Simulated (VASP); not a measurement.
Write the native input for VASP 6.6.1 that does the following.

```
Task                   : single point
Functional             : PBE
Potentials or basis    : VASP PAW PBE potentials, release 64 (Ba_sv, Te)
Cutoff                 : 520 eV
k mesh                 : 6 × 6 × 4
Occupations            : gaussian, width 0.02 eV
Spin                   : no spin polarisation
Dipole correction      : no
Further INCAR settings : ALGO = Normal; EDIFF = 1e-07; NBANDS = 24
```

The structure of BaTe lies in POSCAR:

```
BaTe
1.0
    4.7871219005      0.0000000000      0.0000000000
   -2.3935609502      4.1457691768      0.0000000000
    0.0000000000      0.0000000000      8.4523740042
Ba Te
2 2
Direct
    0.0000000000      0.0000000000      0.0000000000
    0.0000000000      0.0000000000      0.5000000000
    0.3333333333      0.6666666667      0.7500000000
    0.6666666667      0.3333333333      0.2500000000
```

These files were run (other wordings do the same):

INCAR

```
ALGO = Normal
EDIFF = 1E-7
ENCUT = 520
GGA = PE
ISIF = 2
ISMEAR = 0
LASPH = True
LCHARG = False
LREAL = False
LWAVE = False
NBANDS = 24
NELM = 80
PREC = Accurate
SIGMA = 0.02
```

KPOINTS

```
k-points
0
Gamma
  6 6 4
```

Potentials or basis: VASP PAW PBE potentials, release 64 (Ba_sv, Te).

Run with:

```console
$ cat potpaw_PBE.64/Ba_sv/POTCAR potpaw_PBE.64/Te/POTCAR > POTCAR
$ mpirun -np 1 vasp_std > vasp.out
```

It gave:

| Property | Result |
| --- | --- |
| Pressure | 2.4 GPa |
| Band gap on the k mesh | 1.56 eV (least direct gap 1.60 eV) |

Caveat: spin-orbit coupling is left out, which moves the levels of the heavy elements.

It took 3.2 min on 1 thread of Intel Xeon 8259CL (shared host), peak memory 0.31 GiB.
